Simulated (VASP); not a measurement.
# In (Im-3m) in VASP: further runs, part 2 of 2

VASP 6.6.1. The steps go on from the part before.

## 4. Single point, PBE

This run uses another cell than the first one, of 19.82 Å³/atom, 0.720 times its volume.

INCAR reads:

```
ALGO     = Normal         # electronic algorithm
EDIFF    = 1E-6           # SCF threshold, eV
ENCUT    = 520            # plane-wave cutoff, eV
GGA      = PE             # functional
ISIF     = 2              # what is computed and relaxed
ISMEAR   = -1             # smearing method
LASPH    = True           # aspherical terms in the spheres
LCHARG   = True           # write CHGCAR
LELF     = True           # ELF
LREAL    = False          # projectors in reciprocal space
LVHAR    = True         
LWAVE    = False          # write WAVECAR
NBANDS   = 12             # bands
NELM     = 80             # most SCF steps
PREC     = Accurate       # precision mode
SIGMA    = 0.08           # smearing width, eV
```

KPOINTS reads:

```
k-points
0
Gamma
  16 16 16
```

POSCAR reads:

```
In
1.0
   -1.7047575038      1.7047575038      1.7047575038
    1.7047575038     -1.7047575038      1.7047575038
    1.7047575038      1.7047575038     -1.7047575038
In
1
Direct
    0.0000000000      0.0000000000      0.0000000000
```

Potentials or basis: VASP PAW PBE potentials, release 64 (In_d).

Command:

```
> cat potpaw_PBE.64/In_d/POTCAR > POTCAR
> mpirun -np 1 vasp_std > vasp.out
```

OUTCAR:

```text
EDIFF = 1E-6
   ENCUT = 520
   GGA = PE
   ISIF = 2
   ISMEAR = -1
   LASPH = True
   LREAL = False
   NELM = 80
   PREC = Accurate

 ion  position               nearest neighbor table
   1  0.000  0.000  0.000-

  LATTYP: Found a body centered cubic cell.
 ALAT       =     3.4095150076

  Lattice vectors:

 A1 = (  -1.7047575038,   1.7047575038,   1.7047575038)
 A2 = (   1.7047575038,  -1.7047575038,   1.7047575038)
 A3 = (   1.7047575038,   1.7047575038,  -1.7047575038)

Analysis of symmetry for initial positions (statically):
=====================================================================
 Subroutine PRICEL returns:
 Original cell was already a primitive cell.

 Routine SETGRP: Setting up the symmetry group for a
 body centered cubic supercell.

 Subroutine GETGRP returns: Found 48 space group operations
 (whereof 48 operations were pure point group operations)
 out of a pool of 48 trial point group operations.

The static configuration has the point symmetry O_h .

Analysis of symmetry for dynamics (positions and initial velocities):
=====================================================================
 Subroutine PRICEL returns:
 Original cell was already a primitive cell.

 Routine SETGRP: Setting up the symmetry group for a
 body centered cubic supercell.

 Subroutine GETGRP returns: Found 48 space group operations
 (whereof 48 operations were pure point group operations)
 out of a pool of 48 trial point group operations.

The dynamic configuration has the point symmetry O_h .

 Subroutine INISYM returns: Found 48 space group operations
 (whereof 48 operations are pure point group operations),
 and found     1 'primitive' translations

----------------------------------------------------------------------------------------

[... 104 lines left out ...]
   EFERMI =   0.00;   METHOD = LEGACY
   ISMEAR =    -1;   SIGMA  =   0.08  broadening in eV -4-tet -1-fermi 0-gaus
   EFERMI_NEDOS =   21; number of points for ismear=-14 and -15
   IALGO  =     38    algorithm
   IMIX   =      4    mixing-type and parameters
     AMIX     =   0.40;   BMIX     =  1.00
     AMIX_MAG =   1.60;   BMIX_MAG =  1.00
  volume/ion in A,a.u.               =      19.82       133.73
  Fermi-wavevector in a.u.,A,eV,Ry     =   1.422460  2.688059 27.529919  2.023392
  Thomas-Fermi vector in A             =   2.543161
   LORBIT       =      0    0 simple, 1 ext, 2 COOP (PROOUT), +10 PAW based schemes
   GGA     = PE    functional components
[... 5 lines left out ...]
 non-spin polarized calculation
  energy-cutoff  :      520.00
  volume of cell :       19.82
 maximum number of plane-waves:       555
 NGX is ok and might be reduce to    24
   NGX = 11   NGY = 11   NGZ = 11

 number of electron      13.0000004 magnetization

 Free energy of the ion-electron system (eV)
  ---------------------------------------------------
  ext. energy  EPLUGINS =         0.00000000
  ---------------------------------------------------
  free energy    TOTEN  =        -2.05564659 eV

  energy without entropy =       -2.04561335  energy(sigma->0) =       -2.05062997

 E-fermi :  11.2668     XC(G=0): -11.6479

 val. band max:       11.2552194926   @ k =   0.2500   0.1875   0.1250
 cond. band min:      11.3181584888   @ k =   0.3125   0.0625   0.0625
 fundamental gap:      0.0629389962
 Fermi energy:        11.2667798119

 k-point     1 :       0.0000    0.0000    0.0000
  band No.  band energies     occupation
      1      -4.0099      2.00000
      2      -4.0099      2.00000
      3      -4.0099      2.00000
      4      -3.4638      2.00000
      5      -3.4638      2.00000
      6      -0.5620      2.00000
      7      24.9024      0.00000
      8      24.9024      0.00000
      9      24.9024      0.00000
     10      25.8090      0.00000
     11      25.8090      0.00000
     12      25.8090      0.00000
[... 331 lines left out ...]
 k-point    24 :       0.2500    0.1875    0.0000
  band No.  band energies     occupation
      1      -4.1670      2.00000
      2      -3.9929      2.00000
      3      -3.5522      2.00000
      4      -3.5362      2.00000
      5      -3.3550      2.00000
      6       3.8179      2.00000
      7      12.8681      0.00000
      8      14.7616      0.00000
      9      19.3913      0.00000
     10      24.8984      0.00000
     11      26.7328      0.00000
     12      29.4221      0.00000

 [... further k-points ...]
[... 5 lines left out ...]
  --------------------------------------------------------------------------------------
  -------------------------------------------------------------------------------------
  Total        3.4597067      3.4597067      3.4597067      0.0000000      0.0000000      0.0000000
  in kB      279.7061656    279.7061656    279.7061656      0.0000000      0.0000000      0.0000000
  external PRESSURE =     279.7061656 kB  Pullay stress =       0.0000000 kB

 VOLUME and BASIS-vectors are now :
 -----------------------------------------------------------------------------
  energy-cutoff  :      520.00
  volume of cell :       19.82
      direct lattice vectors                 reciprocal lattice vectors
    -1.704757504  1.704757504  1.704757504     0.000000000  0.293296847  0.293296847
     1.704757504 -1.704757504  1.704757504     0.293296847  0.000000000  0.293296847
     1.704757504  1.704757504 -1.704757504     0.293296847  0.293296847  0.000000000

 POSITION                                       TOTAL-FORCE (eV/Angst)
 -----------------------------------------------------------------------------------
      0.00000      0.00000      0.00000         0.000000     -0.000000      0.000000
 -----------------------------------------------------------------------------------
    total drift:                               -0.000000      0.000000      0.000000

  FREE ENERGIE OF THE ION-ELECTRON SYSTEM (eV)
  ---------------------------------------------------
  free  energy   TOTEN  =        -2.0556465857 eV

  energy  without entropy=       -2.0456133499  energy(sigma->0) =       -2.05062997
```

stdout:

```text
POSCAR found type information on POSCAR In
 POSCAR found :  1 types and       1 ions
 scaLAPACK will be used
 LDA part: xc-table for (Slater+PW92), standard interpolation
 POSCAR, INCAR and KPOINTS ok, starting setup
 FFT: planning ... GRIDC
 FFT: planning ... GRID_SOFT
 FFT: planning ... GRID
 WAVECAR not read
 entering main loop
```

It took 16 s on 1 thread of AMD EPYC 9R45 (Zen 5), shared host; peak memory 0.13 GiB.

Results:

```yaml
Free_energy: -2.0556 eV
Pressure: 28.0 GPa
```

Caveat: spin-orbit coupling is left out, which moves the levels of the heavy elements.

## 5. Single point, PBE

This run uses another cell than the first one, of 19.82 Å³/atom, 0.720 times its volume.

INCAR reads:

```
SYSTEM = In
PREC     = Accurate       ! precision mode
ENCUT    = 520            ! plane-wave cutoff, eV
EDIFF    = 1E-7           ! SCF threshold, eV
ISMEAR   = -1             ! smearing method
SIGMA    = 0.08           ! smearing width, eV
LREAL    = .FALSE.        ! projectors in reciprocal space
LASPH    = .TRUE.         ! aspherical terms in the spheres
NELM     = 100            ! most SCF steps
ALGO     = Normal         ! electronic algorithm
ISIF     = 2              ! what is computed and relaxed
LWAVE    = .FALSE.        ! write WAVECAR
LCHARG   = .FALSE.        ! write CHGCAR
GGA      = PE             ! functional
NBANDS   = 12             ! bands
```

KPOINTS reads:

```
regular mesh
0
G
  16 16 16
  0 0 0
```

POSCAR is that of step 4.

Potentials or basis: VASP PAW PBE potentials, release 64 (In_d).

Command:

```
> cat potpaw_PBE.64/In_d/POTCAR > POTCAR
> mpirun -np 1 vasp_std > vasp.out
```

OUTCAR:

```text
SYSTEM = In
   PREC = Accurate
   ENCUT = 520
   EDIFF = 1E-7
   ISMEAR = -1
   LREAL = .FALSE.
   LASPH = .TRUE.
   NELM = 100
   ISIF = 2
   GGA = PE

 ion  position               nearest neighbor table
   1  0.000  0.000  0.000-

  LATTYP: Found a body centered cubic cell.
 ALAT       =     3.4095150076

  Lattice vectors:

 A1 = (  -1.7047575038,   1.7047575038,   1.7047575038)
 A2 = (   1.7047575038,  -1.7047575038,   1.7047575038)
 A3 = (   1.7047575038,   1.7047575038,  -1.7047575038)

Analysis of symmetry for initial positions (statically):
=====================================================================
 Subroutine PRICEL returns:
 Original cell was already a primitive cell.

 Routine SETGRP: Setting up the symmetry group for a
 body centered cubic supercell.

 Subroutine GETGRP returns: Found 48 space group operations
 (whereof 48 operations were pure point group operations)
 out of a pool of 48 trial point group operations.

The static configuration has the point symmetry O_h .

Analysis of symmetry for dynamics (positions and initial velocities):
=====================================================================
 Subroutine PRICEL returns:
 Original cell was already a primitive cell.

 Routine SETGRP: Setting up the symmetry group for a
 body centered cubic supercell.

 Subroutine GETGRP returns: Found 48 space group operations
 (whereof 48 operations were pure point group operations)
 out of a pool of 48 trial point group operations.

The dynamic configuration has the point symmetry O_h .

 Subroutine INISYM returns: Found 48 space group operations
 (whereof 48 operations are pure point group operations),
 and found     1 'primitive' translations

----------------------------------------------------------------------------------------

                                     Primitive cell

[... 103 lines left out ...]
   ISMEAR =    -1;   SIGMA  =   0.08  broadening in eV -4-tet -1-fermi 0-gaus
   EFERMI_NEDOS =   21; number of points for ismear=-14 and -15
   IALGO  =     38    algorithm
   IMIX   =      4    mixing-type and parameters
     AMIX     =   0.40;   BMIX     =  1.00
     AMIX_MAG =   1.60;   BMIX_MAG =  1.00
  volume/ion in A,a.u.               =      19.82       133.73
  Fermi-wavevector in a.u.,A,eV,Ry     =   1.422460  2.688059 27.529919  2.023392
  Thomas-Fermi vector in A             =   2.543161
   LORBIT       =      0    0 simple, 1 ext, 2 COOP (PROOUT), +10 PAW based schemes
   GGA     = PE    functional components
[... 5 lines left out ...]
 non-spin polarized calculation
  energy-cutoff  :      520.00
  volume of cell :       19.82
 maximum number of plane-waves:       555
 NGX is ok and might be reduce to    24
   NGX = 11   NGY = 11   NGZ = 11

 number of electron      13.0000004 magnetization

 Free energy of the ion-electron system (eV)
  ---------------------------------------------------
  ext. energy  EPLUGINS =         0.00000000
  ---------------------------------------------------
  free energy    TOTEN  =        -2.05564637 eV

  energy without entropy =       -2.04561312  energy(sigma->0) =       -2.05062975

 E-fermi :  11.2667     XC(G=0): -11.6478

 val. band max:       11.2551799871   @ k =   0.2500   0.1875   0.1250
 cond. band min:      11.3181169727   @ k =   0.3125   0.0625   0.0625
 fundamental gap:      0.0629369856
 Fermi energy:        11.2667393368

 k-point     1 :       0.0000    0.0000    0.0000
  band No.  band energies     occupation
      1      -4.0099      2.00000
      2      -4.0099      2.00000
      3      -4.0099      2.00000
      4      -3.4638      2.00000
      5      -3.4638      2.00000
      6      -0.5620      2.00000
      7      24.9024      0.00000
      8      24.9024      0.00000
      9      24.9024      0.00000
     10      25.8090      0.00000
     11      25.8090      0.00000
     12      25.8090      0.00000
[... 331 lines left out ...]
 k-point    24 :       0.2500    0.1875    0.0000
  band No.  band energies     occupation
      1      -4.1670      2.00000
      2      -3.9929      2.00000
      3      -3.5523      2.00000
      4      -3.5362      2.00000
      5      -3.3550      2.00000
      6       3.8179      2.00000
      7      12.8681      0.00000
      8      14.7615      0.00000
      9      19.3913      0.00000
     10      24.8983      0.00000
     11      26.7328      0.00000
     12      29.4221      0.00000

 [... further k-points ...]
[... 5 lines left out ...]
  --------------------------------------------------------------------------------------
  -------------------------------------------------------------------------------------
  Total        3.4644583      3.4644583      3.4644583      0.0000000      0.0000000     -0.0000000
  in kB      280.0903187    280.0903187    280.0903187      0.0000000      0.0000000     -0.0000000
  external PRESSURE =     280.0903187 kB  Pullay stress =       0.0000000 kB

 VOLUME and BASIS-vectors are now :
 -----------------------------------------------------------------------------
  energy-cutoff  :      520.00
  volume of cell :       19.82
      direct lattice vectors                 reciprocal lattice vectors
    -1.704757504  1.704757504  1.704757504     0.000000000  0.293296847  0.293296847
     1.704757504 -1.704757504  1.704757504     0.293296847  0.000000000  0.293296847
     1.704757504  1.704757504 -1.704757504     0.293296847  0.293296847  0.000000000

 POSITION                                       TOTAL-FORCE (eV/Angst)
 -----------------------------------------------------------------------------------
      0.00000      0.00000      0.00000         0.000000      0.000000     -0.000000
 -----------------------------------------------------------------------------------
    total drift:                                0.000000      0.000000      0.000000

  FREE ENERGIE OF THE ION-ELECTRON SYSTEM (eV)
  ---------------------------------------------------
  free  energy   TOTEN  =        -2.0556463697 eV

  energy  without entropy=       -2.0456131207  energy(sigma->0) =       -2.05062975
```

OSZICAR:

```text
N       E                     dE             d eps       ncg     rms          rms(c)
DAV:   1     0.789876355438E+02    0.78988E+02   -0.63937E+03  3580   0.153E+03
DAV:   2     0.138982922695E+01   -0.77598E+02   -0.75138E+02  3652   0.302E+02
DAV:   3    -0.204543970931E+01   -0.34353E+01   -0.34181E+01  4112   0.644E+01
DAV:   4    -0.211510402884E+01   -0.69664E-01   -0.69637E-01  4272   0.871E+00
DAV:   5    -0.211810963406E+01   -0.30056E-02   -0.30055E-02  4752   0.164E+00    0.415E+00
DAV:   6    -0.206974173094E+01    0.48368E-01   -0.59239E-02  4388   0.573E+00    0.203E+00
DAV:   7    -0.205679592701E+01    0.12946E-01   -0.18724E-02  5376   0.303E+00    0.392E-01
DAV:   8    -0.205564028951E+01    0.11556E-02   -0.12444E-03  4220   0.625E-01    0.380E-02
DAV:   9    -0.205564510201E+01   -0.48125E-05   -0.21815E-05  5160   0.651E-02    0.163E-02
DAV:  10    -0.205564681264E+01   -0.17106E-05   -0.19257E-06  4328   0.206E-02    0.287E-03
DAV:  11    -0.205564658947E+01    0.22317E-06   -0.10260E-07  3160   0.294E-03    0.191E-03
DAV:  12    -0.205564639359E+01    0.19588E-06   -0.16443E-08  2124   0.199E-03    0.908E-05
DAV:  13    -0.205564636967E+01    0.23925E-07   -0.35382E-09  1956   0.503E-04
   1 F= -.20556464E+01 E0= -.20506297E+01  d E =-.100332E-01
```

Run time: 18 s. Hardware: 1 thread of AMD EPYC 9R45 (Zen 5), shared host; peak memory 0.13 GiB.

Results:

```
Free energy : -2.0556 eV
Pressure    : 28.0 GPa
```

Caveat: spin-orbit coupling is left out, which moves the levels of the heavy elements.

## 6. Single point, PBE

This run uses another cell than the first one, of 27.85 Å³/atom, 1.012 times its volume.

INCAR reads:

```
SYSTEM = In
PREC = Accurate
ENCUT = 520
EDIFF = 1E-6
ISMEAR = -1
SIGMA = 0.08
LREAL = .False.
LASPH = .True.
NELM = 100
ALGO = Normal
ISIF = 2
LWAVE = .False.
LCHARG = .True.
GGA = PE
LELF = .True.
LVHAR = .True.
NBANDS = 12
```

KPOINTS reads:

```
Automatic mesh
0
Gamma
  16 16 16
  0 0 0
```

POSCAR reads:

```
In
1.0
   -1.9094753547      1.9094753547      1.9094753547
    1.9094753547     -1.9094753547      1.9094753547
    1.9094753547      1.9094753547     -1.9094753547
In
1
Direct
    0.0000000000      0.0000000000      0.0000000000
```

Potentials or basis: VASP PAW PBE potentials, release 64 (In_d).

Command:

```
> cat potpaw_PBE.64/In_d/POTCAR > POTCAR
> mpirun -np 1 vasp_std > vasp.out
```

Wall time 24 s (1 thread of AMD EPYC 9R45 (Zen 5), shared host); peak memory 0.15 GiB.

The run converged. Its results:

| Property | Result |
| --- | --- |
| Free energy | -2.5533 eV |
| Pressure | 0.0 GPa |

Levels at points of the mesh, in eV from the Fermi level:
```
           k point  band 3  band 4  band 5  band 6  band 7  band 8  band 9  band 10
(0.00, 0.00, 0.00)  -14.63  -14.39  -14.39   -9.13   10.43   10.43   10.43    12.80
(0.50, 0.00, 0.00)  -14.41  -14.40  -14.25   -3.93   -2.95    5.63    7.09     9.70
(0.50, 0.50, 0.50)  -14.28  -14.28  -14.28    0.59    1.25    1.25    1.25     5.16
```

Caveat: spin-orbit coupling is left out, which moves the levels of the heavy elements.

## 7. The runs side by side

| task | cell | cutoff (eV) | gap on the mesh (eV) | pressure (GPa) |
| --- | --- | --- | --- | --- |
| relaxation of cell and atoms | relaxed from a = 3.294 Å, angles 109.5°, 1 atom | 600 | none | 0.0 |
| single point | a = 2.955 Å, angles 109.5°, 1 atom | 520 | none | 27.7 |
| single point | a = 2.953 Å, angles 109.5°, 1 atom | 520 | none | 28.0 |
| single point | a = 3.307 Å, angles 109.5°, 1 atom | 520 | none | 0.0 |

Alike in all rows: level PBE; potentials or basis VASP PAW PBE potentials, release 64 (In_d); no spin polarisation; k mesh 16 × 16 × 16; smearing fermi-dirac 0.08 eV.

Caveats: spin-orbit coupling is left out, which moves the levels of the heavy elements.

Total energies depend on the potentials used, so only differences within one code and one set of settings carry meaning.
